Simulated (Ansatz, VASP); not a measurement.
# C in VASP and in Ansatz

File INCAR:

```
SYSTEM = C
ALGO = Normal ; EDIFF = 1E-7
ENCUT = 520 ; GGA = PE
ISIF = 2 ; ISMEAR = 0
LASPH = .True. ; LCHARG = .False.
LREAL = .False. ; LWAVE = .False.
NBANDS = 16 ; NELM = 60
PREC = Accurate ; SIGMA = 0.1
```

File KPOINTS:

```
k-points
0
Gamma
  9 9 4
  0 0 0
```

File POSCAR:

```
C
1.0
    2.5200000000      0.0000000000      0.0000000000
   -1.2600000000      2.1823840175      0.0000000000
    0.0000000000      0.0000000000      4.1800000000
C
4
Direct
    0.3333333333      0.6666666667      0.0000000000
    0.6666666667      0.3333333333      0.5000000000
    0.3333333333      0.6666666667      0.3740000000
    0.6666666667      0.3333333333      0.8740000000
```

Input for Ansatz:

```yaml
crystal:
  lattice:
    - [2.52, 0.0, 0.0]
    - [-1.26, 2.1823840175, 0.0]
    - [0.0, 0.0, 4.18]
  atoms:
    - { symbol: C, position: [0.3333333333, 0.6666666667, 0.0] }
    - { symbol: C, position: [0.6666666667, 0.3333333333, 0.5] }
    - { symbol: C, position: [0.3333333333, 0.6666666667, 0.374] }
    - { symbol: C, position: [0.6666666667, 0.3333333333, 0.874] }
basis:
  ecutwfc: 420
kpoints:
  mp_grid: { grid: [9, 9, 4] }
hamiltonian:
  xc: pbe
  pseudopotentials: { kind: paw, azcp: { folder: soft_1 } }
scf:
  occupations: { method: gaussian, width: 0.1 }
output:
  forces: true
  stress: true
  eigenvalues: true
```

Alike in both runs: task single point; functional PBE; k mesh 9 × 9 × 4; occupations gaussian, width 0.1 eV; no spin polarisation.

|  | VASP | Ansatz |
| --- | --- | --- |
| version | VASP 6.6.1 | Ansatz 0.2.0 |
| potentials or method | VASP PAW PBE potentials, release 64 (C), cutoff 520 eV | scalar-relativistic, plane waves, PAW |
| valence electrons in the cell | 16 | 16 |

Ansatz gave:

```
gap on the k mesh at the Fermi level (eV)                     : 3.34
least direct gap on the mesh (eV)                             : 4.88
pressure (GPa)                                                : -2.8
traceless stress, the component that is largest in VASP (GPa) : 2.80
rms of the force components (eV/Å)                            : 0.052
```

Problem. What did VASP give for the same quantities?

Solution. gap on the k mesh at the Fermi level (eV): 3.32; least direct gap on the mesh (eV): 4.88; pressure (GPa): -2.2; traceless stress, the component that is largest in VASP (GPa): 2.77; rms of the force components (eV/Å): 0.050.

Atom by atom the forces differ by 0.001 eV/Å (rms over components).
